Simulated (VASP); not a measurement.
A run of VASP 6.6.1 is set up as follows.

INCAR

```
PREC     = Accurate       # precision mode
ENCUT    = 520            # plane-wave cutoff, eV
EDIFF    = 1E-7           # SCF threshold, eV
ISMEAR   = -1             # smearing method
SIGMA    = 0.15           # smearing width, eV
LREAL    = False          # projectors in reciprocal space
LASPH    = True           # aspherical terms in the spheres
NELM     = 60             # most SCF steps
ALGO     = Fast           # electronic algorithm
ISIF     = 2              # what is computed and relaxed
LWAVE    = False          # write WAVECAR
LCHARG   = False          # write CHGCAR
NBANDS   = 42             # bands
```

KPOINTS

```
Automatic mesh
0
Gamma
  8 8 8
```

Contents of POSCAR:

```
Zr2Ir
1.0
   -3.2146768145      3.2146768145      2.7856717639
    3.2146768145     -3.2146768145      2.7856717639
    3.2146768145      3.2146768145     -2.7856717639
Zr Ir
4 2
Direct
    0.6662993993      0.1662993993      0.8325987986
    0.3337006007      0.8337006007      0.1674012014
    0.8337006007      0.6662993993      0.5000000000
    0.1662993993      0.3337006007      0.5000000000
    0.7500000000      0.7500000000      0.0000000000
    0.2500000000      0.2500000000      0.0000000000
```

Potentials or basis: VASP PAW LDA potentials, release 64 (Zr_sv, Ir).

Command:

```console
$ cat potpaw_LDA.64/Zr_sv/POTCAR potpaw_LDA.64/Ir/POTCAR > POTCAR
$ mpirun -np 1 vasp_std > vasp.out
```

Problem. Predict the pressure.

Solution. 0.5 GPa.

Problem. Predict the largest force.

Solution. 0.026 eV/Å.

Stress tensor (GPa, compression positive):
```
0.47 0.00 0.00
0.00 0.47 0.00
0.00 0.00 0.63
```
